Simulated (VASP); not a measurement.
# AgCl (Pm-3m) in VASP: notebook, part 2 of 2

VASP 6.6.1. Earlier steps stand in the parts before.

## (4) Relaxation of the atoms, PBE

File INCAR:

```
SYSTEM = AgCl
ALGO = Normal ; EDIFF = 1E-7
EDIFFG = -0.08 ; ENCUT = 450
GGA = PE ; GGA_COMPAT = .False.
IBRION = 2 ; ISIF = 2
ISMEAR = 0 ; LASPH = .True.
LCHARG = .False. ; LREAL = .False.
LWAVE = .False. ; NELM = 120
NELMIN = 4 ; NSW = 30
PREC = Accurate ; SIGMA = 0.1
```

File KPOINTS:

```
k-points
0
Gamma
  1 1 1
  0 0 0
```

File POSCAR:

```
AgCl
1.0
    3.4339730000      0.0000000000      0.0000000000
    0.0000000000      3.4339730000      0.0000000000
    0.0000000000      0.0000000000      3.4339730000
Ag Cl
1 1
Direct
    0.0000000000      0.0000000000      0.0000000000
    0.5000000000      0.5000000000      0.5000000000
```

Potentials or basis: VASP PAW PBE potentials, release 64 (Ag, Cl).

On the command line:

```sh
cat potpaw_PBE.64/Ag/POTCAR potpaw_PBE.64/Cl/POTCAR > POTCAR
mpirun -np 1 vasp_gam > vasp.out
```

OUTCAR:

```text
SYSTEM = AgCl
   EDIFF = 1E-7
   EDIFFG = -0.08
   ENCUT = 450
   GGA = PE
   IBRION = 2
   ISIF = 2
   ISMEAR = 0
   LASPH = .True.
   LREAL = .False.
   NELM = 120
   NELMIN = 4
   NSW = 30
   PREC = Accurate

 ion  position               nearest neighbor table
   1  0.000  0.000  0.000-   2 2.97   2 2.97   2 2.97   2 2.97   2 2.97   2 2.97   2 2.97   2 2.97

   2  0.500  0.500  0.500-   1 2.97   1 2.97   1 2.97   1 2.97   1 2.97   1 2.97   1 2.97   1 2.97

  LATTYP: Found a simple cubic cell.
 ALAT       =     3.4339730000

  Lattice vectors:

 A1 = (   3.4339730000,   0.0000000000,   0.0000000000)
 A2 = (   0.0000000000,   3.4339730000,   0.0000000000)
 A3 = (   0.0000000000,   0.0000000000,   3.4339730000)

Analysis of symmetry for initial positions (statically):
=====================================================================
 Subroutine PRICEL returns:
 Original cell was already a primitive cell.

 Routine SETGRP: Setting up the symmetry group for a
 simple cubic supercell.

[... 143 lines left out ...]

 E-fermi :   3.8004     XC(G=0): -10.1769

 val. band max:        3.3043148843   @ k =   0.0000   0.0000   0.0000
 cond. band min:       4.5357663184   @ k =   0.0000   0.0000   0.0000
 fundamental gap:      1.2314514341
 Fermi energy:         3.8003522745

 k-point     1 :       0.0000    0.0000    0.0000
  band No.  band energies     occupation
      1      -9.6348      2.00000
      2       0.4617      2.00000
      3       0.4617      2.00000
      4       1.3776      2.00000
      5       1.3776      2.00000
      6       1.3776      2.00000
      7       3.3043      2.00000
      8       3.3043      2.00000
      9       3.3043      2.00000
     10       4.5358      0.00000
     11      13.8172      0.00000
     12      13.8172      0.00000
     13      17.6228      0.00000

------------------------ aborting loop because EDIFF is reached ----------------------------------------

  FORCE on cell =-STRESS in cart. coord.  units (eV):
  Direction    XX          YY          ZZ          XY          YZ          ZX
  --------------------------------------------------------------------------------------
  -------------------------------------------------------------------------------------
  Total        0.7780769      0.7780769      0.7780769     -0.0000000     -0.0000000      0.0000000
  in kB       30.7852335     30.7852335     30.7852335     -0.0000000     -0.0000000      0.0000000
  external PRESSURE =      30.7852335 kB  Pullay stress =       0.0000000 kB

 VOLUME and BASIS-vectors are now :
 -----------------------------------------------------------------------------
  energy-cutoff  :      450.00
  volume of cell :       40.49
      direct lattice vectors                 reciprocal lattice vectors
     3.433973000  0.000000000  0.000000000     0.291207881  0.000000000  0.000000000
     0.000000000  3.433973000  0.000000000     0.000000000  0.291207881  0.000000000
     0.000000000  0.000000000  3.433973000     0.000000000  0.000000000  0.291207881

 POSITION                                       TOTAL-FORCE (eV/Angst)
 -----------------------------------------------------------------------------------
      0.00000      0.00000      0.00000         0.000000      0.000000      0.000000
      1.71699      1.71699      1.71699         0.000000      0.000000      0.000000
 -----------------------------------------------------------------------------------
    total drift:                                0.000000      0.000000     -0.000000

  FREE ENERGIE OF THE ION-ELECTRON SYSTEM (eV)
  ---------------------------------------------------
  free  energy   TOTEN  =        -1.8703057164 eV

  energy  without entropy=       -1.8703057164  energy(sigma->0) =       -1.87030572

 reached required accuracy - stopping structural energy minimisation
```

OSZICAR:

```text
N       E                     dE             d eps       ncg     rms          rms(c)
DAV:   1     0.136173177938E+03    0.13617E+03   -0.93089E+03    26   0.126E+03
DAV:   2     0.458517580407E+01   -0.13159E+03   -0.10952E+03    36   0.272E+02
DAV:   3    -0.287298718640E+01   -0.74582E+01   -0.73789E+01    31   0.658E+01
DAV:   4    -0.294162432767E+01   -0.68637E-01   -0.68632E-01    31   0.715E+00
DAV:   5    -0.294223892786E+01   -0.61460E-03   -0.61460E-03    36   0.692E-01    0.410E+00
DAV:   6    -0.190810864614E+01    0.10341E+01   -0.21632E+00    26   0.120E+01    0.281E+00
DAV:   7    -0.186066150070E+01    0.47447E-01   -0.25674E-01    26   0.287E+00    0.195E+00
DAV:   8    -0.186779468955E+01   -0.71332E-02   -0.16976E-02    26   0.122E+00    0.580E-01
DAV:   9    -0.187003362273E+01   -0.22389E-02   -0.26151E-03    26   0.526E-01    0.111E-01
DAV:  10    -0.187029997590E+01   -0.26635E-03   -0.29520E-04    26   0.163E-01    0.588E-02
DAV:  11    -0.187030566318E+01   -0.56873E-05   -0.19951E-05    31   0.346E-02    0.741E-03
DAV:  12    -0.187030571638E+01   -0.53195E-07   -0.43556E-07    26   0.628E-03
   1 F= -.18703057E+01 E0= -.18703057E+01  d E =-.187031E+01
```

CONTCAR:

```text
AgCl
   1.00000000000000
     3.4339729999999999    0.0000000000000000    0.0000000000000000
     0.0000000000000000    3.4339729999999999    0.0000000000000000
     0.0000000000000000    0.0000000000000000    3.4339729999999999
  Ag              Cl
     1     1
Direct
     0.0000000000000000    0.0000000000000000    0.0000000000000000
     0.5000000000000000    0.5000000000000000    0.5000000000000000

  0.00000000E+00  0.00000000E+00  0.00000000E+00
  0.00000000E+00  0.00000000E+00  0.00000000E+00
```

It took 3 s on 1 thread of Intel Xeon Platinum 8488C (Sapphire Rapids), shared host; peak memory 0.13 GiB.

What came out:

- Free energy: -1.8703 eV
- Pressure after relaxing: 3.1 GPa
- Band gap on the k mesh: 1.23 eV

Final structure:
```
Ag Cl
1.0
     3.43397    0.00000    0.00000
     0.00000    3.43397    0.00000
     0.00000    0.00000    3.43397
Ag Cl
1 1
Direct
  0.00000 0.00000 0.00000
  0.50000 0.50000 0.50000
```

Caveat: the k points lie up to 1.83 Å⁻¹ apart; the relaxation stopped at its first step, so nothing moved. A k mesh can miss the band edges.

## (5) Summary

```csv
task,level,cell,k mesh,cutoff (eV),smearing,gap on the mesh (eV),pressure (GPa)
single point,PBE,as given,8 × 8 × 8,500,methfessel-paxton 0.046 eV,0.57,-0.2
single point,revPBE+D3(BJ),as given,8 × 8 × 8,500,gaussian 0.01 eV,0.69,-3.0
relaxation of the atoms,PBE,atoms relaxed,1 × 1 × 1,450,gaussian 0.1 eV,1.23,3.1
```

Alike in all rows: potentials or basis VASP PAW PBE potentials, release 64 (Ag, Cl); no spin polarisation.

Caveats: some runs use coarse meshes; three body term missing (some runs); the PAW data sets were made with another functional, which shifts forces and pressure a little (some runs); the relaxation stopped at its first step, so nothing moved (some runs).

Absolute energies hang on the potentials; compare differences alone.
